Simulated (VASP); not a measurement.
# MoS: single point with PBEsol

The system is MoS.

```xyz
2
Lattice="2.9493 0.0000 0.0000 0.0000 2.9493 0.0000 0.0000 0.0000 2.9493" Properties=species:S:1:pos:R:3 pbc="T T T"
Mo    0.0000    0.0000    0.0000
S     1.4747    1.4747    1.4747
```

This cell differs from its parent crystal: volume scaled by 0.980.

```
Program             : VASP 6.6.1
Task                : single point
Functional          : PBEsol
Potentials or basis : VASP PAW PBE potentials, release 64 (Mo_sv, S)
Cutoff              : 520 eV
k mesh              : 10 × 10 × 10
Occupations         : gaussian, width 0.05 eV
Spin                : collinear spin, ferromagnetic start
Starting moments    : [0.05, 0.0] μB
```

The pressure is 5.5 GPa. The band gap on the k mesh is zero (filled and empty bands overlap). The net moment is 0.00 μB per cell. The valence electrons inside the program's atomic spheres are Mo 12.59; S 3.63.

Levels at points of the mesh, in eV from the Fermi level:
Spin up:
```
           k point  band 7  band 8  band 9  band 10  band 11  band 12  band 13  band 14
(0.00, 0.00, 0.00)   -4.61   -2.49   -2.49    -2.49     0.79     0.79     0.79     4.94
(0.50, 0.00, 0.00)   -4.57   -4.57   -3.30     1.36     2.41     4.38     4.53     4.53
(0.50, 0.50, 0.00)   -6.89   -3.87   -1.38    -1.38    -1.19     0.58     2.97     6.04
(0.50, 0.50, 0.50)   -8.91   -8.91    3.13     3.13     3.24     3.24     3.24     5.33
```
Spin down:
| k point | band 6 | band 7 | band 8 | band 9 | band 10 | band 11 | band 12 | band 13 | band 14 | band 15 |
| --- | --- | --- | --- | --- | --- | --- | --- | --- | --- | --- |
| (0.00, 0.00, 0.00) | -4.61 | -4.61 | -2.49 | -2.49 | -2.49 | 0.79 | 0.79 | 0.79 | 4.94 | 9.45 |
| (0.50, 0.00, 0.00) | -9.81 | -4.57 | -4.57 | -3.30 | 1.36 | 2.41 | 4.38 | 4.53 | 4.53 | 6.71 |
| (0.50, 0.50, 0.00) | -6.89 | -6.89 | -3.87 | -1.38 | -1.38 | -1.19 | 0.58 | 2.97 | 6.04 | 11.15 |
| (0.50, 0.50, 0.50) | -8.91 | -8.91 | -8.91 | 3.13 | 3.13 | 3.24 | 3.24 | 3.24 | 5.33 | 5.33 |

Wall time 25 s on 1 thread of Intel(R) Xeon(R) Platinum 8559C (Emerald Rapids) (shared host), peak memory 0.17 GiB.

Caveat: the PAW data sets were made with another functional, which shifts forces and pressure a little.
